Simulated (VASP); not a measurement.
# Hf (I4/mmm) in VASP: a series of runs, part 3 of 3

VASP 6.6.1.

## Step 4: Single point, r2SCAN (strain +0.080 along x and y, +0.000 along z)

Contents of POSCAR:

```
Hf
1.0
    0.0000000000      2.3976000000      2.2200000000
    2.3976000000      0.0000000000      2.2200000000
    2.3976000000      2.3976000000      0.0000000000
Hf
1
Direct
    0.0000000000      0.0000000000      0.0000000000
```

Contents of INCAR.step1:

```
SYSTEM = Hf
ALGO = Normal
EDIFF = 1E-4
ENCUT = 520
GGA = PE
ISMEAR = 0
LASPH = .True.
LCHARG = .False.
LREAL = .False.
LWAVE = .True.
NBANDS = 11
NELM = 80
PREC = Accurate
SIGMA = 0.15
```

Contents of INCAR.step2:

```
SYSTEM = Hf
ALGO = Normal
EDIFF = 1E-6
ENCUT = 520
ISIF = 2
ISMEAR = 0
ISTART = 1
LASPH = .True.
LCHARG = .True.
LELF = .True.
LMIXTAU = .True.
LREAL = .False.
LVHAR = .True.
LWAVE = .False.
METAGGA = R2SCAN
NBANDS = 11
NELM = 80
PREC = Accurate
SIGMA = 0.15
```

Contents of KPOINTS:

```
k-points
0
Gamma
  18 18 18
  0 0 0
```

Potentials or basis: VASP PAW PBE potentials, release 64 (Hf_pv).

Started as:

```bash
$ cat potpaw_PBE.64/Hf_pv/POTCAR > POTCAR
$ cp INCAR.step1 INCAR
$ mpirun -np 1 vasp_std > vasp.out
$ cp INCAR.step2 INCAR
$ mpirun -np 1 vasp_std > vasp.out
```

OUTCAR:

```text
SYSTEM = Hf
   EDIFF = 1E-6
   ENCUT = 520
   ISIF = 2
   ISMEAR = 0
   ISTART = 1
   LASPH = .True.
   LREAL = .False.
   METAGGA = R2SCAN
   NELM = 80
   PREC = Accurate

 ion  position               nearest neighbor table
   1  0.000  0.000  0.000-

  LATTYP: Found a body centered tetragonal cell.
 ALAT       =     3.3907184371
 C/A-ratio  =     1.3094570022

  Lattice vectors:

 A1 = (   0.0000000000,  -2.3976000000,  -2.2200000000)
 A2 = (   0.0000000000,   2.3976000000,  -2.2200000000)
 A3 = (   2.3976000000,   0.0000000000,   2.2200000000)

Analysis of symmetry for initial positions (statically):
=====================================================================
 Subroutine PRICEL returns:
 Original cell was already a primitive cell.

 Routine SETGRP: Setting up the symmetry group for a
 body centered tetragonal supercell.

 Subroutine GETGRP returns: Found 16 space group operations
 (whereof 16 operations were pure point group operations)
 out of a pool of 16 trial point group operations.

The static configuration has the point symmetry D_4h.

Analysis of symmetry for dynamics (positions and initial velocities):
=====================================================================
 Subroutine PRICEL returns:
 Original cell was already a primitive cell.

 Routine SETGRP: Setting up the symmetry group for a
 body centered tetragonal supercell.

 Subroutine GETGRP returns: Found 16 space group operations
 (whereof 16 operations were pure point group operations)
 out of a pool of 16 trial point group operations.

The dynamic configuration has the point symmetry D_4h.

 Subroutine INISYM returns: Found 16 space group operations
 (whereof 16 operations are pure point group operations),
 and found     1 'primitive' translations

----------------------------------------------------------------------------------------

                                     Primitive cell

  volume of cell :      25.5233

  direct lattice vectors                    reciprocal lattice vectors
     0.000000000  2.397600000  2.220000000    -0.208541875  0.208541875  0.225225225
     2.397600000  0.000000000  2.220000000     0.208541875 -0.208541875  0.225225225
     2.397600000  2.397600000  0.000000000     0.208541875  0.208541875 -0.225225225

  length of vectors
     3.267550422  3.267550422  3.390718437     0.371087361  0.371087361  0.371087361

  position of ions in fractional coordinates (direct lattice)
     0.000000000  0.000000000  0.000000000

  ion indices of the primitive-cell ions
   primitive index   ion index
                 1           1

----------------------------------------------------------------------------------------

 KPOINTS: k-points

Automatic generation of k-mesh.
 Grid dimensions read from file:
 generate k-points for:   18   18   18

 Generating k-lattice:

  Cartesian coordinates                     Fractional coordinates (reciprocal lattice)
    -0.011585660  0.011585660  0.012512513     0.055555556  0.000000000  0.000000000
     0.011585660 -0.011585660  0.012512513     0.000000000  0.055555556  0.000000000
     0.011585660  0.011585660 -0.012512513     0.000000000  0.000000000  0.055555556

  Length of vectors
     0.020615965  0.020615965  0.020615965

  Shift w.r.t. Gamma in fractional coordinates (k-lattice)
     0.000000000  0.000000000  0.000000000

 Subroutine IBZKPT returns following result:
 ===========================================

 Found    480 irreducible k-points:

 Following reciprocal coordinates:
            Coordinates               Weight
  0.000000  0.000000  0.000000      1.000000
  0.055556  0.000000  0.000000      8.000000
  0.111111  0.000000  0.000000      8.000000
  0.166667 -0.000000  0.000000      8.000000
  0.222222 -0.000000  0.000000      8.000000
  0.277778  0.000000  0.000000      8.000000
[... 16 lines left out ...]
 -0.277778  0.055556  0.000000      8.000000
 -0.222222  0.055556  0.000000      8.000000
 [... further k-points ...]
   k-points           NKPTS =    480   k-points in BZ     NKDIM =    480   number of bands    NBANDS=     11
   number of dos      NEDOS =    301   number of ions     NIONS =      1
   total plane-waves  NPLWV =  16128
   dimension x,y,z NGX =    24 NGY =   24 NGZ =   28
   dimension x,y,z NGXF=    48 NGYF=   48 NGZF=   56
   ions per type =               1
   NGX,Y,Z   is equivalent  to a cutoff of  12.21, 12.21, 13.73 a.u.
   NGXF,Y,Z  is equivalent  to a cutoff of  24.42, 24.42, 27.46 a.u.
 SYSTEM =  Hf
   PREC   = accura    normal or accurate (medium, high low for compatibility)
   ISTART =      1    job   : 0-new  1-cont  2-samecut
   ICHARG =      0    charge: 1-file 2-atom 10-const
   ISPIN  =      1    spin polarized calculation?
   LNONCOLLINEAR =      F non collinear calculations
   LSORBIT =      F    spin-orbit coupling
   LASPH  =      T    aspherical Exc in radial PAW
   ENCUT  =  520.0 eV  38.22 Ry    6.18 a.u.   6.08  6.08  6.30*2*pi/ulx,y,z
   NELM   =     80;   NELMIN=  2; NELMDL=  0     # of ELM steps
   EDIFF  = 0.1E-05   stopping-criterion for ELM
   LREAL  =      F    real-space projection
   EDIFFG = 0.1E-04   stopping-criterion for IOM
   NSW    =      0    number of steps for IOM
   IBRION =     -1    ionic relax: 0-MD 1-quasi-New 2-CG
   NFREE  =      0    steps in history (QN), initial steepest desc. (CG)
   ISIF   =      2    stress and relaxation
   ISYM   =      2    0-nonsym 1-usesym 2-fastsym
   POTIM  = 0.5000    time-step for ionic-motion
   TEBEG  =    0.0;   TEEND  =   0.0 temperature during run
   PSTRESS=    0.0 pullay stress
   NELECT =      10.0000    total number of electrons
   NUPDOWN=      -1.0000    fix difference up-down
   EMIN   =  10.00;   EMAX   =-10.00  energy-range for DOS
   EFERMI =   0.00;   METHOD = LEGACY
   ISMEAR =     0;   SIGMA  =   0.15  broadening in eV -4-tet -1-fermi 0-gaus
   EFERMI_NEDOS =   21; number of points for ismear=-14 and -15
   IALGO  =     38    algorithm
   IMIX   =      4    mixing-type and parameters
     AMIX     =   0.40;   BMIX     =  1.00
     AMIX_MAG =   1.60;   BMIX_MAG =  1.00
  volume/ion in A,a.u.               =      25.52       172.24
  Fermi-wavevector in a.u.,A,eV,Ry     =   1.197924  2.263749 19.524666  1.435022
  Thomas-Fermi vector in A             =   2.333827
   LORBIT       =      0    0 simple, 1 ext, 2 COOP (PROOUT), +10 PAW based schemes
   METAGGA = R2SCAN    functional components
   LHFCALC =     F    Hartree Fock is set to
   AEXX    =    0.0000 exact exchange contribution
   IVDW    =     0    specifies the selected vdW correction
   LEPSILON=     F    determine dielectric tensor
   LRPA    =     F    only Hartree local field effects (RPA)
 non-spin polarized calculation
 Gauss-broadening in eV      SIGMA  =   0.15
  energy-cutoff  :      520.00
  volume of cell :       25.52
 maximum number of plane-waves:       710
   NGX = 13   NGY = 13   NGZ = 13

 number of electron      10.0000000 magnetization

 Free energy of the ion-electron system (eV)
  ---------------------------------------------------
  ext. energy  EPLUGINS =         0.00000000
  ---------------------------------------------------
  free energy    TOTEN  =       -44.93412739 eV

  energy without entropy =      -44.91720225  energy(sigma->0) =      -44.92566482

 E-fermi :   3.7334     XC(G=0): -11.5301

 val. band max:        3.7323303783   @ k =   0.3333   0.1667   0.1111
 cond. band min:       3.7426785605   @ k =  -0.2222  -0.0000   0.1111
 fundamental gap:      0.0103481822
 Fermi energy:         3.7333991183

 k-point     1 :       0.0000    0.0000    0.0000
  band No.  band energies     occupation
      1     -27.9047      2.00000
      2     -27.9021      2.00000
      3     -27.9021      2.00000
      4      -3.3510      2.00000
      5       5.0396      0.00000
      6       5.0396      0.00000
      7       5.7798      0.00000
      8       7.2383      0.00000
      9       8.2265      0.00000
     10      15.2154      0.00000
     11      15.2415      0.00000
[... 309 lines left out ...]
 k-point    24 :      -0.2222    0.0556    0.0000
  band No.  band energies     occupation
      1     -28.1506      2.00000
      2     -27.9453      2.00000
      3     -27.9443      2.00000
      4      -1.6760      2.00000
      5       4.0145      0.00804
      6       5.3538      0.00000
      7       5.8717      0.00000
      8       7.1321      0.00000
      9       8.2155      0.00000
     10      15.2127      0.00000
     11      15.5686      0.00000

 [... further k-points ...]

------------------------ aborting loop because EDIFF is reached ----------------------------------------

  FORCE on cell =-STRESS in cart. coord.  units (eV):
  Direction    XX          YY          ZZ          XY          YZ          ZX
  --------------------------------------------------------------------------------------
  -------------------------------------------------------------------------------------
  Total       -2.0083614     -2.0083614     -1.4667965      0.0000000      0.0000000     -0.0000000
  in kB     -126.0712370   -126.0712370    -92.0754825      0.0000000      0.0000000     -0.0000000
  external PRESSURE =    -114.7393188 kB  Pullay stress =       0.0000000 kB

 VOLUME and BASIS-vectors are now :
 -----------------------------------------------------------------------------
  energy-cutoff  :      520.00
  volume of cell :       25.52
      direct lattice vectors                 reciprocal lattice vectors
     0.000000000  2.397600000  2.220000000    -0.208541875  0.208541875  0.225225225
     2.397600000  0.000000000  2.220000000     0.208541875 -0.208541875  0.225225225
     2.397600000  2.397600000  0.000000000     0.208541875  0.208541875 -0.225225225

 POSITION                                       TOTAL-FORCE (eV/Angst)
 -----------------------------------------------------------------------------------
      0.00000      0.00000      0.00000        -0.000000     -0.000000      0.000000
 -----------------------------------------------------------------------------------
    total drift:                               -0.000000     -0.000000     -0.000000

  FREE ENERGIE OF THE ION-ELECTRON SYSTEM (eV)
  ---------------------------------------------------
  free  energy   TOTEN  =       -44.9341273856 eV

  energy  without entropy=      -44.9172022478  energy(sigma->0) =      -44.92566482
```

OUTCAR.step1:

```text
SYSTEM = Hf
   EDIFF = 1E-4
   ENCUT = 520
   GGA = PE
   ISMEAR = 0
   LASPH = .True.
[... 554 lines left out ...]
 -----------------------------------------------------------------------------------
      0.00000      0.00000      0.00000        -0.000000     -0.000000      0.000000
 -----------------------------------------------------------------------------------
    total drift:                               -0.000000     -0.000000      0.000000

  FREE ENERGIE OF THE ION-ELECTRON SYSTEM (eV)
  ---------------------------------------------------
  free  energy   TOTEN  =        -9.7366253807 eV

  energy  without entropy=       -9.7160389647  energy(sigma->0) =       -9.72633217
```

OSZICAR.step1:

```text
N       E                     dE             d eps       ncg     rms          rms(c)
DAV:   1     0.121920593570E+02    0.12192E+02   -0.56614E+03 10640   0.824E+02
DAV:   2    -0.968729672874E+01   -0.21879E+02   -0.21233E+02 13358   0.150E+02
DAV:   3    -0.101681949231E+02   -0.48090E+00   -0.47680E+00 13301   0.151E+01
DAV:   4    -0.101706169338E+02   -0.24220E-02   -0.24214E-02 12152   0.131E+00
DAV:   5    -0.101706342879E+02   -0.17354E-04   -0.17354E-04 13519   0.964E-02    0.423E+01
DAV:   6    -0.984577320898E+01    0.32486E+00   -0.28137E-01 11490   0.387E+00    0.252E+01
DAV:   7    -0.974406821457E+01    0.10170E+00   -0.42068E-01 12045   0.460E+00    0.123E+00
DAV:   8    -0.973670130945E+01    0.73669E-02   -0.36613E-02 11772   0.138E+00    0.743E-01
DAV:   9    -0.973662538074E+01    0.75929E-04   -0.67301E-04 12996   0.233E-01
   1 F= -.97366254E+01 E0= -.97263322E+01  d E =-.205864E-01
```

It took 2.7 min on 1 thread of Intel Xeon 6975P-C (Granite Rapids), shared host; peak memory 0.26 GiB.

Results:

```
Free energy            : -44.9341 eV
Pressure               : -11.5 GPa
Band gap on the k mesh : zero (bands 5 and 6 overlap by 1.99 eV)
```

Stress tensor (GPa, compression positive):
```
-12.61   0.00   0.00
  0.00 -12.61   0.00
  0.00   0.00  -9.21
```

Caveat: the cell differs from its parent crystal (strain +0.080 along x and y, +0.000 along z); the cell stands under tension; the PAW data sets were made with another functional, which shifts forces and pressure a little; spin-orbit coupling is left out, which moves the levels of the heavy elements.

## Step 5: The runs side by side

```tsv
cell	gap on the mesh (eV)	pressure (GPa)
a = 3.150, b = 3.150, c = 3.391 Å, angles 57.4, 57.4, 65.1°, 1 atom	none	-5.0
a = 3.208, b = 3.208, c = 3.391 Å, angles 58.1, 58.1, 63.8°, 1 atom	none	-8.5
a = 3.268, b = 3.268, c = 3.391 Å, angles 58.7, 58.7, 62.5°, 1 atom	none	-11.5
```

Alike in all rows: task single point; level r2SCAN; potentials or basis VASP PAW PBE potentials, release 64 (Hf_pv); no spin polarisation; k mesh 18 × 18 × 18; cutoff (eV) 520; smearing gaussian 0.15 eV.

Caveats: the cell stands under tension; the PAW data sets were made with another functional, which shifts forces and pressure a little; spin-orbit coupling is left out, which moves the levels of the heavy elements.

Absolute energies hang on the potentials; compare differences alone.
